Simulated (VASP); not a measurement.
## PbSe: electric field gradients with PBE

Crystal: PbSe.

```
Pb Se
1.0
     0.00000    3.04160    3.04160
     3.04160    0.00000    3.04160
     3.04160    3.04160    0.00000
Pb Se
1 1
Direct
  0.00000 0.00000 0.00000
  0.50000 0.50000 0.50000
```

This cell differs from its parent crystal: volume scaled by 0.98.

```json
{
 "Program": "VASP 6.6.1",
 "Task": "electric field gradients",
 "Functional": "PBE",
 "Potentials or basis": "VASP PAW PBE potentials, release 64 (Pb_d, Se)",
 "Cutoff": "520 eV",
 "k mesh": "9 × 9 × 9",
 "Occupations": "fermi-dirac, width 0.01 eV",
 "Spin": "no spin polarisation",
 "Dipole correction": "no",
 "Further INCAR settings": "ALGO = Normal; EDIFF = 1e-08; NBANDS = 17"
}
```

| Quantity | Value |
| --- | --- |
| Pressure | 3.5 GPa |

Levels at points of the mesh, in eV from the Fermi level:
```csv
k point,band 6,band 7,band 8,band 9,band 10,band 11,band 12,band 13,band 14,band 15
"(0.00, 0.00, 0.00)",-13.83,-6.35,-2.04,-2.04,-2.04,4.68,4.68,4.68,6.40,6.40
```

It took 57 s on 1 thread of AMD EPYC 7R13, on a shared host, peak memory 0.16 GiB.

Caveat: this odd mesh misses L, where the gap lies, so gap, dielectric constants and Born charges aren't listed; without QUAD_EFG the Cq values of the log hold for a quadrupole moment of 1 mb, not for the nuclei; spin-orbit coupling is left out, which moves the levels of the heavy elements.
